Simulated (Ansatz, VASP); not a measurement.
**InAs: VASP beside Ansatz**

```
CELL_PARAMETERS angstrom
0.00000 2.90304 3.26592
2.90304 0.00000 3.26592
2.90304 2.90304 0.00000
ATOMIC_POSITIONS crystal
In 0.00000 0.00000 0.00000
As 0.75000 0.75000 0.75000
```

Change from the starting cell: strain -0.040 along x and y, +0.080 along z, atoms carried along.

Alike in both runs: task single point; functional PBE; k mesh 14 × 14 × 14; occupations gaussian, width 0.15 eV; no spin polarisation.

```csv
,VASP,Ansatz
version,VASP 6.6.1,Ansatz 0.2.0
potentials or method,"VASP PAW PBE potentials, release 64 (In_d, As), cutoff 520 eV","scalar-relativistic, plane waves, PAW"
valence electrons in the cell,18,28
```

VASP gave:

```
gap on the k mesh at the Fermi level (eV)                     : none
pressure (GPa)                                                : 4.0
traceless stress, the component that is largest in VASP (GPa) : -3.20
```

Problem. What did Ansatz give for the same quantities?

Solution. gap on the k mesh at the Fermi level (eV): none; pressure (GPa): 3.9; traceless stress, the component that is largest in VASP (GPa): -3.20.

A gap of «none» marks a metal or a gap that the smearing closes. VASP's potentials hold 18 valence electrons a cell and Ansatz's 28, so a difference there can come from the potentials and not from the codes.
